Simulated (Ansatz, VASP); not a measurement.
This is a calculation of TiAl for Ansatz 0.2.0.

Contents of input.yaml:

```yaml
crystal:
  lattice:
    - [2.8672622327, 0.0, 0.0]
    - [-1.4336311163, 2.4831219328, 0.0]
    - [0.0, 0.0, 4.678083]
  atoms:
    - { symbol: Ti, position: [0.0, 0.0, 0.0] }
    - { symbol: Al, position: [0.3333333333, 0.6666666667, 0.5] }
hamiltonian:
  xc: r2scan
  pseudopotentials: { kind: paw }
kpoints:
  mp_grid: { grid: [11, 11, 6] }
scf:
  occupations: { method: fermi_dirac, width: 0.05 }
output:
  forces: true
  stress: true
  eigenvalues: true
relax:
  f_tol: 0.01
  max_steps: 40
  cell: { stress_tol: 0.05 }
```

Potentials or basis: Ansatz PAW.

Command:

```console
$ ansatz run input.yaml --threads 2 --pin off --max-ram 5632MiB --backend cpu --events-out ev --progress --plain --runs-dir out
```

Translate it to VASP 6.6.1. Potentials there: VASP PAW PBE potentials, release 64 (Ti_sv, Al).

As run (the cutoff follows the program's own potentials):

The input POSCAR:

```
TiAl
1.0
    2.8672622327      0.0000000000      0.0000000000
   -1.4336311163      2.4831219328      0.0000000000
    0.0000000000      0.0000000000      4.6780830000
Ti Al
1 1
Direct
    0.0000000000      0.0000000000      0.0000000000
    0.3333333333      0.6666666667      0.5000000000
```

INCAR.step1

```
PREC     = Accurate       # precision mode
ENCUT    = 600            # plane-wave cutoff, eV
ISMEAR   = -1             # smearing method
SIGMA    = 0.05           # smearing width, eV
LREAL    = F              # projectors in reciprocal space
LASPH    = T              # aspherical terms in the spheres
NELM     = 80             # most SCF steps
GGA      = PE             # functional
ALGO     = Normal         # electronic algorithm
EDIFF    = 1E-4           # SCF threshold, eV
LWAVE    = T              # write WAVECAR
LCHARG   = F              # write CHGCAR
```

The input INCAR.step2:

```
PREC     = Accurate       # precision mode
ENCUT    = 600            # plane-wave cutoff, eV
EDIFF    = 1E-6           # SCF threshold, eV
ISMEAR   = -1             # smearing method
SIGMA    = 0.05           # smearing width, eV
LREAL    = F              # projectors in reciprocal space
LASPH    = T              # aspherical terms in the spheres
NELM     = 80             # most SCF steps
ALGO     = Normal         # electronic algorithm
ISIF     = 3              # what is computed and relaxed
LWAVE    = F              # write WAVECAR
LCHARG   = F              # write CHGCAR
METAGGA  = R2SCAN         # meta-GGA
LMIXTAU  = T            
IBRION   = 2              # ionic algorithm
NSW      = 60             # ionic steps
EDIFFG   = -0.01          # ionic threshold
ISTART   = 1
```

KPOINTS

```
Automatic mesh
0
Gamma
  11 11 6
```

Potentials or basis: VASP PAW PBE potentials, release 64 (Ti_sv, Al).

Run with:

```bash
$ cat potpaw_PBE.64/Ti_sv/POTCAR potpaw_PBE.64/Al/POTCAR > POTCAR
$ cp INCAR.step1 INCAR
$ mpirun -np 1 vasp_std > vasp.out
$ cp INCAR.step2 INCAR
$ mpirun -np 1 vasp_std > vasp.out
```

Both were run:

|  | VASP | Ansatz | Ansatz less VASP |
| --- | --- | --- | --- |
| gap on the k mesh at the Fermi level, each at its own relaxed structure (eV) | none | none | - |
| relaxed volume (Å³/atom) | 16.54 | 16.53 | -0.016 |
| relaxed cell length with the largest relative difference (Å) | 2.876 | 2.874 | -0.0012 |

VASP's potentials were made for PBE, not for r2SCAN. A gap of «none» marks a metal or a gap that the smearing closes.

Noted on Ansatz's run: the plane-wave basis is chosen anew once the cell has moved, so the energies of steps on either side of that aren't comparable.
